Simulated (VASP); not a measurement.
Set up this calculation in VASP 6.6.1, as the native input.

```yaml
Task: single point
Functional: LDA
Potentials_or_basis: VASP PAW LDA potentials, release 64 (Al, N)
Cutoff: 520 eV
k_mesh: 8 × 8 × 4
Occupations: gaussian, width 0.01 eV
Spin: no spin polarisation
Dipole_correction: no
Further_INCAR_settings: ALGO = Normal; EDIFF = 1e-06; NBANDS = 16
```

The structure of AlN lies in POSCAR:

```
AlN
1.0
    3.0590908068      0.0000000000      0.0000000000
   -1.5295454034      2.6492503512      0.0000000000
    0.0000000000      0.0000000000      4.8837778518
Al N
2 2
Direct
    0.3333333333      0.6666666667     -0.0013467968
    0.6666666667      0.3333333333      0.4986532032
    0.3333333333      0.6666666667      0.3813467968
    0.6666666667      0.3333333333      0.8813467968
```

These files were run (other wordings do the same):

INCAR

```
ALGO = Normal ; EDIFF = 1E-6
ENCUT = 520 ; ISIF = 2
ISMEAR = 0 ; LASPH = T
LCHARG = F ; LREAL = F
LWAVE = F ; NBANDS = 16
NELM = 60 ; PREC = Accurate
SIGMA = 0.01
```

KPOINTS

```
k-points
0
Gamma
  8 8 4
```

Potentials or basis: VASP PAW LDA potentials, release 64 (Al, N).

Command:

```console
$ cat potpaw_LDA.64/Al/POTCAR potpaw_LDA.64/N/POTCAR > POTCAR
$ mpirun -np 1 vasp_std > vasp.out
```

It gave:

```yaml
Pressure: 7.7 GPa
Band_gap_on_the_k_mesh: 4.69 eV, direct
```

It took 5.2 s on 1 thread of Intel(R) Xeon(R) 6975P-C (Granite Rapids), with other jobs on the host, peak memory 0.14 GiB.
